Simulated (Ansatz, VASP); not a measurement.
TaN in VASP and in Ansatz

File INCAR:

```
SYSTEM = TaN
PREC = Accurate
ENCUT = 520
EDIFF = 1E-6
ISMEAR = -1
SIGMA = 0.02
LREAL = .FALSE.
LASPH = .TRUE.
NELM = 60
ALGO = Normal
ISIF = 2
LWAVE = .FALSE.
LCHARG = .FALSE.
GGA = PS
NBANDS = 15
```

Contents of KPOINTS:

```
Automatic mesh
0
G
  9 9 9
  0 0 0
```

File POSCAR:

```
TaN
1.0
    0.0000000000      2.1934308841      2.1934308841
    2.1934308841      0.0000000000      2.1934308841
    2.1934308841      2.1934308841      0.0000000000
Ta N
1 1
Direct
    0.5000000000      0.5000000000      0.5000000000
    0.0000000000      0.0000000000      0.0000000000
```

Input for Ansatz:

```yaml
crystal:
  lattice:
    - [0.0, 2.1934308841, 2.1934308841]
    - [2.1934308841, 0.0, 2.1934308841]
    - [2.1934308841, 2.1934308841, 0.0]
  atoms:
    - { symbol: Ta, position: [0.5, 0.5, 0.5] }
    - { symbol: "N", position: [0.0, 0.0, 0.0] }
kpoints:
  mp_grid: { grid: [9, 9, 9] }
  band_path:
    path:
      - [0.0, 0.0, 0.0]
      - [0.5, 0.0, 0.5]
      - [0.625, 0.25, 0.625]
      - [0.375, 0.375, 0.75]
      - [0.0, 0.0, 0.0]
      - [0.5, 0.5, 0.5]
      - [0.5, 0.25, 0.75]
      - [0.5, 0.0, 0.5]
    npoints: 5
scf:
  occupations: { method: fermi_dirac, width: 0.02 }
hamiltonian:
  xc: pbesol
  pseudopotentials: { kind: all_electron, lapw: { basis_error: 0.0005 } }
output:
  forces: true
  stress: true
  eigenvalues: true
```

Change from the starting cell: volume scaled by 1.02.

Alike in both runs: task single point; functional PBEsol; k mesh 9 × 9 × 9; occupations fermi-dirac, width 0.02 eV; no spin polarisation.

```csv
,VASP,Ansatz
version,VASP 6.6.1,Ansatz 0.2.0
potentials or method,"VASP PAW PBE potentials, release 64 (Ta_pv, N), cutoff 520 eV","all-electron LAPW, scalar-relativistic"
```

```csv
,VASP,Ansatz,Ansatz less VASP
pressure (GPa),-1.9,-2.8,-0.92
```

VASP's potentials were made for PBE, not for PBEsol. Ansatz ran all-electron here, and VASP with PAW potentials.

Spin-orbit coupling is off throughout.
